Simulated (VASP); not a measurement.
# NaI (I-4m2) in VASP: a series of runs

Aim: see how the results for NaI move with the level of theory and the settings. Levels: PBE, r2SCAN. Tasks: single point.

Everything below comes from runs of VASP 6.6.1. Logs are shortened: lines on timing, memory, paths and dates and some standing lists are left out, and cuts for length are marked.

## Step 1: The cell of the first run

The structure is tetragonal, space group I-4m2 (No. 119). Conventional cell: a = 4.848 Å, b = 4.848 Å, c = 7.086 Å, α = 90.00°, β = 90.00°, γ = 90.00°. Na (site symmetry -4m2) has 4 I at 3.00 Å within 4.0 Å. Within 4.0 Å of I (site symmetry -4m2) lie 4 Na at 3.00 Å.

## Step 2: Single point, PBE (biaxial xy strain -3.2%)

INCAR reads:

```
PREC = Accurate
ENCUT = 520
EDIFF = 1E-6
ISMEAR = -1
SIGMA = 0.02
LREAL = False
LASPH = True
NELM = 80
ALGO = Normal
ISIF = 2
LWAVE = False
LCHARG = False
GGA = PE
NBANDS = 14
```

KPOINTS reads:

```
Automatic mesh
0
Gamma
  6 6 6
```

POSCAR reads:

```
NaI
1.0
    0.0000000000      3.4283922248      3.5431916338
    3.4283922248      0.0000000000      3.5431916338
    3.4283922248      3.4283922248      0.0000000000
Na I
1 1
Direct
    0.0000000000      0.0000000000      0.0000000000
    0.2500000000      0.2500000000      0.2500000000
```

Potentials or basis: VASP PAW PBE potentials, release 64 (Na_pv, I).

Command:

```sh
$ cat potpaw_PBE.64/Na_pv/POTCAR potpaw_PBE.64/I/POTCAR > POTCAR
$ mpirun -np 1 vasp_std > vasp.out
```

OUTCAR:

```text
PREC = Accurate
   ENCUT = 520
   EDIFF = 1E-6
   ISMEAR = -1
   LREAL = False
   LASPH = True
   NELM = 80
   ISIF = 2
   GGA = PE

 ion  position               nearest neighbor table
   1  0.000  0.000  0.000-   2 3.00   2 3.00   2 3.00   2 3.00
   2  0.250  0.250  0.250-   1 3.00   1 3.00   1 3.00   1 3.00

  LATTYP: Found a body centered tetragonal cell.
 ALAT       =     4.8484787814
 C/A-ratio  =     1.4615683778

  Lattice vectors:

 A1 = (  -3.4283922248,   0.0000000000,   3.5431916338)
 A2 = (   3.4283922248,   0.0000000000,   3.5431916338)
 A3 = (   0.0000000000,   3.4283922248,  -3.5431916338)

Analysis of symmetry for initial positions (statically):
=====================================================================
 Subroutine PRICEL returns:
 Original cell was already a primitive cell.

 Routine SETGRP: Setting up the symmetry group for a
 body centered tetragonal supercell.

 Subroutine GETGRP returns: Found  8 space group operations
 (whereof  8 operations were pure point group operations)
 out of a pool of 16 trial point group operations.

The static configuration has the point symmetry D_2d.

Analysis of symmetry for dynamics (positions and initial velocities):
=====================================================================
 Subroutine PRICEL returns:
 Original cell was already a primitive cell.

 Routine SETGRP: Setting up the symmetry group for a
 body centered tetragonal supercell.

 Subroutine GETGRP returns: Found  8 space group operations
 (whereof  8 operations were pure point group operations)
 out of a pool of 16 trial point group operations.

The dynamic configuration has the point symmetry D_2d.

 Subroutine INISYM returns: Found  8 space group operations
 (whereof  8 operations are pure point group operations),
 and found     1 'primitive' translations

----------------------------------------------------------------------------------------

                                     Primitive cell

  volume of cell :      83.2925

  direct lattice vectors                    reciprocal lattice vectors
     0.000000000  3.428392225  3.543191634    -0.145840956  0.145840956  0.141115709
     3.428392225  0.000000000  3.543191634     0.145840956 -0.145840956  0.141115709
     3.428392225  3.428392225  0.000000000     0.145840956  0.145840956 -0.141115709

  length of vectors
     4.930322525  4.930322525  4.848478781     0.249905607  0.249905607  0.249905607

  position of ions in fractional coordinates (direct lattice)
     0.000000000  0.000000000  0.000000000
     0.250000000  0.250000000  0.250000000

  ion indices of the primitive-cell ions
   primitive index   ion index
                 1           1
                 2           2

----------------------------------------------------------------------------------------

 KPOINTS: Automatic mesh

Automatic generation of k-mesh.
 Grid dimensions read from file:
 generate k-points for:    6    6    6

 Generating k-lattice:

  Cartesian coordinates                     Fractional coordinates (reciprocal lattice)
    -0.024306826  0.024306826  0.023519285     0.166666667  0.000000000  0.000000000
     0.024306826 -0.024306826  0.023519285     0.000000000  0.166666667  0.000000000
     0.024306826  0.024306826 -0.023519285     0.000000000  0.000000000  0.166666667

  Length of vectors
     0.041650934  0.041650934  0.041650934

  Shift w.r.t. Gamma in fractional coordinates (k-lattice)
     0.000000000  0.000000000  0.000000000

 Subroutine IBZKPT returns following result:
 ===========================================

 Found     30 irreducible k-points:

 Following reciprocal coordinates:
            Coordinates               Weight
  0.000000  0.000000  0.000000      1.000000
  0.166667  0.000000  0.000000      8.000000
  0.333333  0.000000  0.000000      8.000000
  0.500000  0.000000  0.000000      4.000000
  0.166667  0.166667  0.000000      2.000000
  0.333333  0.166667  0.000000      8.000000
[... 16 lines left out ...]
  0.333333  0.000000  0.333333      4.000000
  0.500000  0.000000  0.333333     16.000000
 [... further k-points ...]
   k-points           NKPTS =     30   k-points in BZ     NKDIM =     30   number of bands    NBANDS=     14
   number of dos      NEDOS =    301   number of ions     NIONS =      2
   total plane-waves  NPLWV =  57600
   dimension x,y,z NGX =    40 NGY =   40 NGZ =   36
   dimension x,y,z NGXF=    80 NGYF=   80 NGZF=   72
   ions per type =               1   1
   NGX,Y,Z   is equivalent  to a cutoff of  13.49, 13.49, 12.34 a.u.
   NGXF,Y,Z  is equivalent  to a cutoff of  26.98, 26.98, 24.69 a.u.
 SYSTEM =  unknown system
   PREC   = accura    normal or accurate (medium, high low for compatibility)
   ISTART =      0    job   : 0-new  1-cont  2-samecut
   ICHARG =      2    charge: 1-file 2-atom 10-const
   ISPIN  =      1    spin polarized calculation?
   LNONCOLLINEAR =      F non collinear calculations
   LSORBIT =      F    spin-orbit coupling
   LASPH  =      T    aspherical Exc in radial PAW
   ENCUT  =  520.0 eV  38.22 Ry    6.18 a.u.   9.17  9.17  9.01*2*pi/ulx,y,z
   NELM   =     80;   NELMIN=  2; NELMDL= -5     # of ELM steps
   EDIFF  = 0.1E-05   stopping-criterion for ELM
   LREAL  =      F    real-space projection
   EDIFFG = 0.1E-04   stopping-criterion for IOM
   NSW    =      0    number of steps for IOM
   IBRION =     -1    ionic relax: 0-MD 1-quasi-New 2-CG
   NFREE  =      0    steps in history (QN), initial steepest desc. (CG)
   ISIF   =      2    stress and relaxation
   ISYM   =      2    0-nonsym 1-usesym 2-fastsym
   POTIM  = 0.5000    time-step for ionic-motion
   TEBEG  =    0.0;   TEEND  =   0.0 temperature during run
   PSTRESS=    0.0 pullay stress
   NELECT =      14.0000    total number of electrons
   NUPDOWN=      -1.0000    fix difference up-down
   EMIN   =  10.00;   EMAX   =-10.00  energy-range for DOS
   EFERMI =   0.00;   METHOD = LEGACY
   ISMEAR =    -1;   SIGMA  =   0.02  broadening in eV -4-tet -1-fermi 0-gaus
   EFERMI_NEDOS =   21; number of points for ismear=-14 and -15
   IALGO  =     38    algorithm
   IMIX   =      4    mixing-type and parameters
     AMIX     =   0.40;   BMIX     =  1.00
     AMIX_MAG =   1.60;   BMIX_MAG =  1.00
  volume/ion in A,a.u.               =      41.65       281.04
  Fermi-wavevector in a.u.,A,eV,Ry     =   0.903474  1.707318 11.105962  0.816265
  Thomas-Fermi vector in A             =   2.026804
   LORBIT       =      0    0 simple, 1 ext, 2 COOP (PROOUT), +10 PAW based schemes
   GGA     = PE    functional components
   LHFCALC =     F    Hartree Fock is set to
   AEXX    =    0.0000 exact exchange contribution
   IVDW    =     0    specifies the selected vdW correction
   LEPSILON=     F    determine dielectric tensor
   LRPA    =     F    only Hartree local field effects (RPA)
 non-spin polarized calculation
  energy-cutoff  :      520.00
  volume of cell :       83.29
 maximum number of plane-waves:      2268
 NGX is ok and might be reduce to    40
   NGX = 19   NGY = 19   NGZ = 17

 number of electron      13.9999995 magnetization

 Free energy of the ion-electron system (eV)
  ---------------------------------------------------
  ext. energy  EPLUGINS =         0.00000000
  ---------------------------------------------------
  free energy    TOTEN  =        -5.26071782 eV

  energy without entropy =       -5.26071782  energy(sigma->0) =       -5.26071782

 E-fermi :  -0.2745     XC(G=0):  -6.7000

 val. band max:       -0.7663482299   @ k =   0.0000   0.0000   0.0000
 cond. band min:       3.1525857626   @ k =   0.0000   0.0000   0.0000
 fundamental gap:      3.9189339925
 Fermi energy:        -0.2745040101

 k-point     1 :       0.0000    0.0000    0.0000
  band No.  band energies     occupation
      1     -22.7603      2.00000
      2     -22.7603      2.00000
      3     -22.7576      2.00000
      4     -11.3060      2.00000
      5      -0.8082      2.00000
      6      -0.7663      2.00000
      7      -0.7663      2.00000
      8       3.1526      0.00000
      9       7.1834      0.00000
     10       7.2548      0.00000
     11       7.2548      0.00000
     12       8.8121      0.00000
     13       9.2114      0.00000
     14      10.4749      0.00000

 k-point     2 :       0.1667    0.0000    0.0000
  band No.  band energies     occupation
      1     -22.7610      2.00000
      2     -22.7604      2.00000
      3     -22.7579      2.00000
      4     -11.2670      2.00000
      5      -1.2144      2.00000
      6      -0.8395      2.00000
      7      -0.7978      2.00000
      8       3.7714      0.00000
      9       6.8808      0.00000
     10       7.3367      0.00000
     11       7.4324      0.00000
     12       8.4837      0.00000
     13       8.7241      0.00000
     14      10.1962      0.00000

 k-point     3 :       0.3333    0.0000    0.0000
  band No.  band energies     occupation
      1     -22.7627      2.00000
      2     -22.7606      2.00000
      3     -22.7584      2.00000
      4     -11.1866      2.00000
      5      -1.8728      2.00000
      6      -0.9266      2.00000
      7      -0.8583      2.00000
      8       4.5886      0.00000
      9       6.8430      0.00000
     10       7.0723      0.00000
     11       7.2602      0.00000
     12       9.2667      0.00000
     13       9.2734      0.00000
     14       9.6643      0.00000
[... 324 lines left out ...]
 k-point    23 :       0.3333    0.0000    0.3333
  band No.  band energies     occupation
      1     -22.7633      2.00000
      2     -22.7613      2.00000
      3     -22.7584      2.00000
      4     -11.1439      2.00000
      5      -1.7977      2.00000
      6      -1.1476      2.00000
      7      -1.1386      2.00000
      8       4.6794      0.00000
      9       5.7345      0.00000
     10       7.3912      0.00000
     11       8.6318      0.00000
     12       8.8849      0.00000
     13      10.0866      0.00000
     14      12.3447      0.00000

 k-point    24 :       0.5000    0.0000    0.3333
  band No.  band energies     occupation
      1     -22.7639      2.00000
      2     -22.7615      2.00000
      3     -22.7587      2.00000
      4     -11.1027      2.00000
      5      -1.9205      2.00000
      6      -1.3601      2.00000
      7      -1.1792      2.00000
      8       4.7620      0.00000
      9       5.8253      0.00000
     10       7.6303      0.00000
     11       8.6591      0.00000
     12       9.5026      0.00000
     13      10.8939      0.00000
     14      11.4699      0.00000

 [... further k-points ...]
[... 5 lines left out ...]
  --------------------------------------------------------------------------------------
  -------------------------------------------------------------------------------------
  Total        0.6829524      0.6829524      0.6803521      0.0000000      0.0000000     -0.0000000
  in kB       13.1369745     13.1369745     13.0869577      0.0000000      0.0000000     -0.0000000
  external PRESSURE =      13.1203022 kB  Pullay stress =       0.0000000 kB

 VOLUME and BASIS-vectors are now :
 -----------------------------------------------------------------------------
  energy-cutoff  :      520.00
  volume of cell :       83.29
      direct lattice vectors                 reciprocal lattice vectors
     0.000000000  3.428392225  3.543191634    -0.145840956  0.145840956  0.141115709
     3.428392225  0.000000000  3.543191634     0.145840956 -0.145840956  0.141115709
     3.428392225  3.428392225  0.000000000     0.145840956  0.145840956 -0.141115709

 POSITION                                       TOTAL-FORCE (eV/Angst)
 -----------------------------------------------------------------------------------
      0.00000      0.00000      0.00000         0.000000      0.000000      0.000000
      1.71420      1.71420      1.77160        -0.000000     -0.000000     -0.000000
 -----------------------------------------------------------------------------------
    total drift:                                0.000000      0.000000     -0.000000

  FREE ENERGIE OF THE ION-ELECTRON SYSTEM (eV)
  ---------------------------------------------------
  free  energy   TOTEN  =        -5.2607178237 eV

  energy  without entropy=       -5.2607178237  energy(sigma->0) =       -5.26071782
```

It took 19 s on 1 thread of Intel Xeon 6975P-C (Granite Rapids), shared host; peak memory 0.23 GiB.

What came out:

| Quantity | Value |
| --- | --- |
| Free energy | -5.2607 eV |
| Pressure | 1.3 GPa |
| Band gap on the k mesh | 3.92 eV, direct |

Levels at points of the mesh, in eV from the valence-band top:
| k point | band 3 | band 4 | band 5 | band 6 | band 7 | band 8 | band 9 | band 10 | band 11 | band 12 |
| --- | --- | --- | --- | --- | --- | --- | --- | --- | --- | --- |
| (0.00, 0.00, 0.00) | -21.99 | -10.54 | -0.04 | 0.00 | 0.00 | 3.92 | 7.95 | 8.02 | 8.02 | 9.58 |
| (0.50, 0.00, 0.00) | -21.99 | -10.38 | -1.38 | -0.20 | -0.12 | 5.51 | 7.62 | 7.83 | 7.94 | 10.79 |
| (0.50, 0.50, 0.00) | -21.99 | -10.34 | -1.31 | -0.41 | -0.41 | 5.15 | 6.32 | 9.25 | 10.83 | 10.83 |
| (0.50, 0.00, 0.50) | -21.99 | -10.32 | -1.26 | -0.49 | -0.47 | 5.13 | 6.19 | 9.51 | 10.52 | 10.92 |

Caveat: the cell differs from its parent crystal (biaxial xy strain -3.2%); spin-orbit coupling is left out, which moves the levels of the heavy elements.

## Step 3: Single point, PBE (epitaxial xy strain -0.5%)

INCAR reads:

```
SYSTEM = NaI
ALGO = Normal
EDIFF = 1E-7
ENCUT = 520
GGA = PE
ISIF = 2
ISMEAR = -1
LASPH = .True.
LCHARG = .False.
LREAL = .False.
LWAVE = .False.
NBANDS = 14
NELM = 80
PREC = Accurate
SIGMA = 0.02
```

KPOINTS reads:

```
k-points
0
Gamma
  6 6 6
  0 0 0
```

POSCAR reads:

```
NaI
1.0
    0.0000000000      3.5265386331      3.5747106003
    3.5265386331      0.0000000000      3.5747106003
    3.5265386331      3.5265386331      0.0000000000
Na I
1 1
Direct
    0.0000000000      0.0000000000      0.0000000000
    0.2500000000      0.2500000000      0.2500000000
```

Potentials or basis: VASP PAW PBE potentials, release 64 (Na_pv, I).

Command:

```sh
$ cat potpaw_PBE.64/Na_pv/POTCAR potpaw_PBE.64/I/POTCAR > POTCAR
$ mpirun -np 1 vasp_std > vasp.out
```

OUTCAR:

```text
SYSTEM = NaI
   EDIFF = 1E-7
   ENCUT = 520
   GGA = PE
   ISIF = 2
   ISMEAR = -1
   LASPH = .True.
   LREAL = .False.
   NELM = 80
   PREC = Accurate

 ion  position               nearest neighbor table
   1  0.000  0.000  0.000-   2 3.07   2 3.07   2 3.07   2 3.07
   2  0.250  0.250  0.250-   1 3.07   1 3.07   1 3.07   1 3.07

  LATTYP: Found a body centered tetragonal cell.
 ALAT       =     4.9872787632
 C/A-ratio  =     1.4335314989

  Lattice vectors:

 A1 = (  -3.5265386331,   0.0000000000,   3.5747106003)
 A2 = (   3.5265386331,   0.0000000000,   3.5747106003)
 A3 = (   0.0000000000,   3.5265386331,  -3.5747106003)

[... 585 lines left out ...]
     12       8.8377      0.00000
     13      10.3565      0.00000
     14      10.7368      0.00000

 [... further k-points ...]
[... 5 lines left out ...]
  --------------------------------------------------------------------------------------
  -------------------------------------------------------------------------------------
  Total        0.2201678      0.2201678      0.2107352      0.0000000     -0.0000000      0.0000000
  in kB        3.9673101      3.9673101      3.7973404      0.0000000     -0.0000000      0.0000000
  external PRESSURE =       3.9106535 kB  Pullay stress =       0.0000000 kB

 VOLUME and BASIS-vectors are now :
 -----------------------------------------------------------------------------
  energy-cutoff  :      520.00
  volume of cell :       88.91
      direct lattice vectors                 reciprocal lattice vectors
     0.000000000  3.526538633  3.574710600    -0.141782085  0.141782085  0.139871463
     3.526538633  0.000000000  3.574710600     0.141782085 -0.141782085  0.139871463
     3.526538633  3.526538633  0.000000000     0.141782085  0.141782085 -0.139871463

 POSITION                                       TOTAL-FORCE (eV/Angst)
 -----------------------------------------------------------------------------------
      0.00000      0.00000      0.00000        -0.000000     -0.000000     -0.000000
      1.76327      1.76327      1.78736         0.000000      0.000000      0.000000
 -----------------------------------------------------------------------------------
    total drift:                                0.000001      0.000001      0.000001

  FREE ENERGIE OF THE ION-ELECTRON SYSTEM (eV)
  ---------------------------------------------------
  free  energy   TOTEN  =        -5.2900316247 eV

  energy  without entropy=       -5.2900316247  energy(sigma->0) =       -5.29003162
```

stdout:

```text
POSCAR found type information on POSCAR NaI
 POSCAR found :  2 types and       2 ions
 scaLAPACK will be used
 LDA part: xc-table for (Slater+PW92), standard interpolation
 POSCAR, INCAR and KPOINTS ok, starting setup
 FFT: planning ... GRIDC
 FFT: planning ... GRID_SOFT
 FFT: planning ... GRID
 WAVECAR not read
 entering main loop
```

Wall time 21 s (1 thread of Intel Xeon 6975P-C (Granite Rapids), shared host); peak memory 0.25 GiB.

Results:

```yaml
Free_energy: -5.2900 eV
Pressure: 0.4 GPa
Band_gap_on_the_k_mesh: 3.82 eV, direct
```

Caveat: the cell differs from its parent crystal (epitaxial xy strain -0.5%); spin-orbit coupling is left out, which moves the levels of the heavy elements.

## Step 4: Single point, r2SCAN (biaxial xy strain -3.2%)

POSCAR reads:

```
NaI
1.0
    0.0000000000      3.4283922248      3.5431916338
    3.4283922248      0.0000000000      3.5431916338
    3.4283922248      3.4283922248      0.0000000000
Na I
1 1
Direct
    0.0000000000      0.0000000000      0.0000000000
    0.2500000000      0.2500000000      0.2500000000
```

INCAR.step1 reads:

```
ALGO     = Normal         # electronic algorithm
EDIFF    = 1E-4           # SCF threshold, eV
ENCUT    = 520            # plane-wave cutoff, eV
GGA      = PE             # functional
ISMEAR   = 0              # smearing method
LASPH    = True           # aspherical terms in the spheres
LCHARG   = False          # write CHGCAR
LREAL    = False          # projectors in reciprocal space
LWAVE    = True           # write WAVECAR
NBANDS   = 14             # bands
NELM     = 80             # most SCF steps
PREC     = Accurate       # precision mode
SIGMA    = 0.01           # smearing width, eV
```

INCAR.step2 reads:

```
ALGO     = Normal         # electronic algorithm
EDIFF    = 1E-7           # SCF threshold, eV
ENCUT    = 520            # plane-wave cutoff, eV
ISIF     = 2              # what is computed and relaxed
ISMEAR   = 0              # smearing method
ISTART   = 1            
LASPH    = True           # aspherical terms in the spheres
LCHARG   = False          # write CHGCAR
LMIXTAU  = True         
LREAL    = False          # projectors in reciprocal space
LWAVE    = False          # write WAVECAR
METAGGA  = R2SCAN         # meta-GGA
NBANDS   = 14             # bands
NELM     = 80             # most SCF steps
PREC     = Accurate       # precision mode
SIGMA    = 0.01           # smearing width, eV
```

KPOINTS reads:

```
k-points
0
Gamma
  6 6 6
```

Command:

```sh
$ cat potpaw_PBE.64/Na_pv/POTCAR potpaw_PBE.64/I/POTCAR > POTCAR
$ cp INCAR.step1 INCAR
$ mpirun -np 1 vasp_std > vasp.out
$ cp INCAR.step2 INCAR
$ mpirun -np 1 vasp_std > vasp.out
```

It took 80 s on 1 thread of Intel Xeon 6975P-C (Granite Rapids), shared host; peak memory 0.25 GiB.

It converged, with:

- Free energy: -30.9050 eV
- Pressure: 0.9 GPa
- Band gap on the k mesh: 4.52 eV, direct

Levels at points of the mesh, in eV from the valence-band top:
```csv
k point,band 5,band 6,band 7,band 8,band 9,band 10
"(0.00, 0.00, 0.00)",-0.04,0.00,0.00,4.52,8.62,8.68
"(0.50, 0.00, 0.00)",-1.38,-0.20,-0.12,6.18,8.18,8.40
"(0.50, 0.50, 0.00)",-1.30,-0.41,-0.41,5.53,6.97,10.07
"(0.50, 0.00, 0.50)",-1.24,-0.50,-0.48,5.51,6.84,10.36
```

Caveat: the cell differs from its parent crystal (biaxial xy strain -3.2%); the PAW data sets were made with another functional, which shifts forces and pressure a little; spin-orbit coupling is left out, which moves the levels of the heavy elements.

(Part 1 of 2 ends here.)
